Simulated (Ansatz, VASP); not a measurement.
Two plane-wave programs on In2O3

Contents of INCAR:

```
ALGO = Normal
EDIFF = 1E-6
ENCUT = 520
GGA = PE
ISIF = 2
ISMEAR = -1
LASPH = True
LCHARG = False
LREAL = False
LWAVE = False
NBANDS = 55
NELM = 100
PREC = Accurate
SIGMA = 0.02
```

File KPOINTS:

```
k-points
0
Gamma
  6 6 6
```

The input POSCAR:

```
In2O3
1.0
    2.7538210395      1.5899193184      4.7087099649
   -2.7538210395      1.5899193184      4.7087099649
    0.0000000000     -3.1798386370      4.7087099648
In O
4 6
Direct
    0.8589129546      0.8589129546      0.8589129546
    0.3589129546      0.3589129546      0.3589129546
    0.1410870454      0.1410870454      0.1410870454
    0.6410870454      0.6410870454      0.6410870454
    0.4541760042      0.0458239958      0.7500000000
    0.0458239958      0.7500000000      0.4541760042
    0.5458239958      0.9541760042      0.2500000000
    0.2500000000      0.5458239958      0.9541760042
    0.9541760042      0.2500000000      0.5458239958
    0.7500000000      0.4541760042      0.0458239958
```

Input for Ansatz:

```yaml
crystal:
  lattice:
    - [2.7538210395, 1.5899193184, 4.7087099649]
    - [-2.7538210395, 1.5899193184, 4.7087099649]
    - [0.0, -3.179838637, 4.7087099648]
  atoms:
    - { symbol: In, position: [0.8589129546, 0.8589129546, 0.8589129546] }
    - { symbol: In, position: [0.3589129546, 0.3589129546, 0.3589129546] }
    - { symbol: In, position: [0.1410870454, 0.1410870454, 0.1410870454] }
    - { symbol: In, position: [0.6410870454, 0.6410870454, 0.6410870454] }
    - { symbol: O, position: [0.4541760042, 0.0458239958, 0.75] }
    - { symbol: O, position: [0.0458239958, 0.75, 0.4541760042] }
    - { symbol: O, position: [0.5458239958, 0.9541760042, 0.25] }
    - { symbol: O, position: [0.25, 0.5458239958, 0.9541760042] }
    - { symbol: O, position: [0.9541760042, 0.25, 0.5458239958] }
    - { symbol: O, position: [0.75, 0.4541760042, 0.0458239958] }
kpoints:
  mp_grid: { grid: [6, 6, 6] }
  band_path:
    path:
      - [0.0, 0.0, 0.0]
      - [0.5, 0.5, 0.5]
      - [0.7618181098, 0.2381818902, 0.5]
      - [0.5, -0.2381818902, 0.2381818902]
      - [0.5, 0.0, 0.0]
      - [0.3690909451, -0.3690909451, 0.0]
      - [0.6309090549, 0.0, 0.3690909451]
      - [0.5, 0.0, 0.5]
      - [0.0, 0.0, 0.302083]
    npoints: 1
hamiltonian:
  xc: pbe
scf:
  occupations: { method: fermi_dirac, width: 0.02 }
  n_extra_bands: 6
output:
  forces: true
  stress: true
  eigenvalues: true
```

Change from the starting cell: uniaxial_z strain -3.0%.

Alike in both runs: task single point; functional PBE; k mesh 6 × 6 × 6; occupations fermi-dirac, width 0.02 eV; no spin polarisation.

```csv
,VASP,Ansatz
version,VASP 6.6.1,Ansatz 0.2.0
potentials or method,"VASP PAW PBE potentials, release 64 (In_d, O)","plane waves, PAW"
plane-wave cutoff (eV),520,420
valence electrons in the cell,88,88
```

|  | VASP | Ansatz | Ansatz less VASP |
| --- | --- | --- | --- |
| gap on the k mesh at the Fermi level (eV) | 1.34 | 1.35 | +0.008 |
| pressure (GPa) | 11.9 | 11.4 | -0.56 |
| traceless stress, the component that is largest in VASP (GPa) | 1.26 | 1.40 | +0.135 |
| rms of the force components (eV/Å) | 0.042 | 0.045 | +0.0028 |

Atom by atom the forces differ by 0.005 eV/Å (rms over components). The functional is the same, so the differences come from potentials, cutoffs and numerics.
